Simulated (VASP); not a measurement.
# Si in VASP: notebook, part 2 of 2

VASP 6.6.1. The steps go on from the part before.

**4. Single point, PBEsol**

This run uses another cell than the first one, of 15.04 Å³/atom.

INCAR reads:

```
PREC = Accurate
ENCUT = 520
EDIFF = 1E-6
ISMEAR = -1
SIGMA = 0.1
LREAL = False
LASPH = True
NELM = 60
ALGO = Normal
ISIF = 2
LWAVE = False
LCHARG = True
GGA = PS
LELF = True
LVHAR = True
NBANDS = 11
```

KPOINTS reads:

```
Automatic mesh
0
Gamma
  13 13 13
```

POSCAR reads:

```
Si
1.0
    3.6032702820     -0.0000022717     -0.0025456502
   -2.6248021132      2.4685968873     -0.0025456502
   -0.4916005996     -1.2402678308      3.3848622156
Si
2
Direct
    0.2500988462      0.7499011538      0.5000000000
    0.4999011538      0.5000988462      0.0000000000
```

Potentials or basis: VASP PAW PBE potentials, release 64 (Si).

On the command line:

```bash
> cat potpaw_PBE.64/Si/POTCAR > POTCAR
> mpirun -np 1 vasp_std > vasp.out
```

OUTCAR:

```text
PREC = Accurate
   ENCUT = 520
   EDIFF = 1E-6
   ISMEAR = -1
   LREAL = False
   LASPH = True
   NELM = 60
   ISIF = 2
   GGA = PS

 ion  position               nearest neighbor table
   1  0.250  0.750  0.500-   2 2.47   2 2.47   2 2.47   2 2.47   2 3.10   2 3.10   2 3.11   2 3.11

   2  0.500  0.500  0.000-   1 2.47   1 2.47   1 2.47   1 2.47   1 3.10   1 3.10   1 3.11   1 3.11

  Warning from LATTYP: Got some problem with cell dimensions!
  Tried to take original basis but could not verify dimensions!
  LATTYP: Found a base centered monoclinic cell.
 ALAT       =     2.6554444552
 B/A-ratio  =     2.5229176587
 C/A-ratio  =     1.3665762548
 COS(beta)  =    -0.3623210096

  Lattice vectors:

 A1 = (  -3.6032702820,   0.0000022717,   0.0025456502)
 A2 = (   2.6248021132,  -2.4685968873,   0.0025456502)
 A3 = (   0.4868675692,   1.2283267848,   3.3797709152)

Analysis of symmetry for initial positions (statically):
=====================================================================
 Subroutine PRICEL returns:
 Original cell was already a primitive cell.

 Routine SETGRP: Setting up the symmetry group for a
 base centered monoclinic supercell.

[... 180 lines left out ...]
      5      10.7723      0.00000
      6      16.8337      0.00000
      7      18.2900      0.00000
      8      18.3441      0.00000
      9      18.4370      0.00000
     10      19.5034      0.00000
     11      19.9296      0.00000
[... 309 lines left out ...]
 k-point    24 :       0.4615    0.1538    0.0000
  band No.  band energies     occupation
      1       0.3480      2.00000
      2       3.8463      2.00000
      3       4.7587      2.00000
      4       7.4618      2.00000
      5       9.1460      1.51188
      6      11.7588      0.00000
      7      13.4561      0.00000
      8      16.3312      0.00000
      9      18.0796      0.00000
     10      20.3868      0.00000
     11      21.6246      0.00000

 [... further k-points ...]

------------------------ aborting loop because EDIFF is reached ----------------------------------------

  FORCE on cell =-STRESS in cart. coord.  units (eV):
  Direction    XX          YY          ZZ          XY          YZ          ZX
  --------------------------------------------------------------------------------------
  -------------------------------------------------------------------------------------
  Total        0.2559774     -0.2194788      0.0454159     -0.2235809      0.0330861      0.0131142
  in kB       13.6317853    -11.6880942      2.4185703    -11.9065461      1.7619631      0.6983831
  external PRESSURE =       1.4540872 kB  Pullay stress =       0.0000000 kB

 VOLUME and BASIS-vectors are now :
 -----------------------------------------------------------------------------
  energy-cutoff  :      520.00
  volume of cell :       30.09
      direct lattice vectors                 reciprocal lattice vectors
     3.603270282 -0.000002272 -0.002545650     0.277630800  0.295351604  0.148543287
    -2.624802113  2.468596887 -0.002545650     0.000105199  0.405353450  0.148543287
    -0.491600600 -1.240267831  3.384862216     0.000208877  0.000526979  0.295656430

 POSITION                                       TOTAL-FORCE (eV/Angst)
 -----------------------------------------------------------------------------------
     -1.31297      1.23107      1.68989        -0.000996      0.000395      0.000000
      0.48862      1.23454     -0.00255         0.000996     -0.000395     -0.000000
 -----------------------------------------------------------------------------------
    total drift:                                0.000000     -0.000000      0.000000

  FREE ENERGIE OF THE ION-ELECTRON SYSTEM (eV)
  ---------------------------------------------------
  free  energy   TOTEN  =       -11.1354263398 eV

  energy  without entropy=      -11.1132088744  energy(sigma->0) =      -11.12431761
```

OSZICAR:

```text
N       E                     dE             d eps       ncg     rms          rms(c)
DAV:   1     0.410841648083E+01    0.41084E+01   -0.33495E+03 13098   0.606E+02
DAV:   2    -0.107649605328E+02   -0.14873E+02   -0.14275E+02 16823   0.822E+01
DAV:   3    -0.111701137421E+02   -0.40515E+00   -0.40264E+00 16790   0.112E+01
DAV:   4    -0.111717774547E+02   -0.16637E-02   -0.16634E-02 15535   0.897E-01
DAV:   5    -0.111717847292E+02   -0.72745E-05   -0.72745E-05 16479   0.548E-02    0.432E+00
DAV:   6    -0.111491100707E+02    0.22675E-01   -0.45493E-03 15053   0.316E-01    0.247E+00
DAV:   7    -0.111355101136E+02    0.13600E-01   -0.97143E-03 14516   0.483E-01    0.205E-01
DAV:   8    -0.111354368712E+02    0.73242E-04   -0.52512E-04 15799   0.130E-01    0.450E-02
DAV:   9    -0.111354267432E+02    0.10128E-04   -0.19279E-05 15736   0.247E-02    0.203E-02
DAV:  10    -0.111354263398E+02    0.40343E-06   -0.13582E-06 11179   0.681E-03
   1 F= -.11135426E+02 E0= -.11124318E+02  d E =-.222175E-01
```

stdout:

```text
POSCAR found type information on POSCAR Si
 POSCAR found :  1 types and       2 ions
 scaLAPACK will be used
 -----------------------------------------------------------------------------
|                                                                             |
|                                                                             |
|     You enforced a specific xc type in the INCAR file but a different       |
|     I HOPE YOU KNOW WHAT YOU ARE DOING!                                     |
|                                                                             |
 -----------------------------------------------------------------------------

 LDA part: xc-table for (Slater+PW92), standard interpolation
 POSCAR, INCAR and KPOINTS ok, starting setup
 FFT: planning ... GRIDC
 FFT: planning ... GRID_SOFT
 FFT: planning ... GRID
 WAVECAR not read
 entering main loop
```

It took 2.5 min on 1 thread of Intel Xeon 8259CL, shared host; peak memory 0.27 GiB.

What came out:

| Quantity | Value |
| --- | --- |
| Free energy | -11.1354 eV |
| Pressure | 0.1 GPa |
| Band gap on the k mesh | zero (bands 4 and 5 overlap by 6.16 eV) |

Stress tensor (GPa, compression positive):
```
 1.36 -1.19  0.07
-1.19 -1.17  0.18
 0.07  0.18  0.24
```

Caveat: the PAW data sets were made with another functional, which shifts forces and pressure a little.
